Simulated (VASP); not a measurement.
Ga2O3, 10 atoms in the cell. The typed cell holds 10 atoms: a = 6.416 Å, b = 6.416 Å, c = 5.877 Å, α = 103.29°, β = 103.29°, γ = 27.81°. 

* Program: VASP 6.6.1
* Task: single point
* Functional: PBE
* Potentials or basis: VASP PAW PBE potentials, release 64 (Ga_d, O)
* Cutoff: 520 eV
* k mesh: 8 × 8 × 4
* Occupations: gaussian, width 0.05 eV
* Spin: no spin polarisation
* Dipole correction: no
* Further INCAR settings: ALGO = Normal; EDIFF = 1e-06; NBANDS = 55

Potentials or basis: VASP PAW PBE potentials, release 64 (Ga_d, O).

The run is started by

```sh
$ cat potpaw_PBE.64/Ga_d/POTCAR potpaw_PBE.64/O/POTCAR > POTCAR
$ mpirun -np 1 vasp_std > vasp.out
```

Hardware: 1 thread of Oxide Virtual Turin-like Processor, on a shared host.

**Question.** How long does it take, and how much memory?

**Answer.** Run time: 38 min on 1 thread of Oxide Virtual Turin-like Processor, with other jobs on the host, peak memory 0.68 GiB. Counts: scf iterations 15, k points 132.
